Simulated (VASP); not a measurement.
A run of VASP 6.6.1 is set up as follows.

INCAR

```
SYSTEM = As
PREC     = Accurate       ! precision mode
ENCUT    = 520            ! plane-wave cutoff, eV
EDIFF    = 1E-6           ! SCF threshold, eV
ISMEAR   = 0              ! smearing method
SIGMA    = 0.1            ! smearing width, eV
LREAL    = .FALSE.        ! projectors in reciprocal space
LASPH    = .TRUE.         ! aspherical terms in the spheres
NELM     = 60             ! most SCF steps
ALGO     = Normal         ! electronic algorithm
ISIF     = 2              ! what is computed and relaxed
LWAVE    = .FALSE.        ! write WAVECAR
LCHARG   = .TRUE.         ! write CHGCAR
GGA      = PE             ! functional
LELF     = .TRUE.         ! ELF
LVHAR    = .TRUE.       
NBANDS   = 30             ! bands
```

Contents of KPOINTS:

```
regular mesh
0
G
  4 4 4
  0 0 0
```

POSCAR

```
As
1.0
    5.4315837389      0.0000000000      0.0000000000
    0.0000000000      5.4315837389      0.0000000000
    0.0000000000      0.0000000000      5.4315837389
As
8
Direct
    0.5000000000      0.5000000000      0.5000000000
    0.0000000000      0.0000000000      0.0000000000
    0.2500000000      0.0000000000      0.5000000000
    0.5000000000      0.2500000000      0.0000000000
    0.5000000000      0.7500000000      0.0000000000
    0.7500000000      0.0000000000      0.5000000000
    0.0000000000      0.5000000000      0.7500000000
    0.0000000000      0.5000000000      0.2500000000
```

Potentials or basis: VASP PAW PBE potentials, release 64 (As).

Launch:

```console
$ cat potpaw_PBE.64/As/POTCAR > POTCAR
$ mpirun -np 1 vasp_std > vasp.out
```

Q: Predict the band gap on the k mesh.

A: Zero (bands 20 and 21 overlap by 0.18 eV).

Q: What does it give for the pressure?

A: -1.4 GPa.
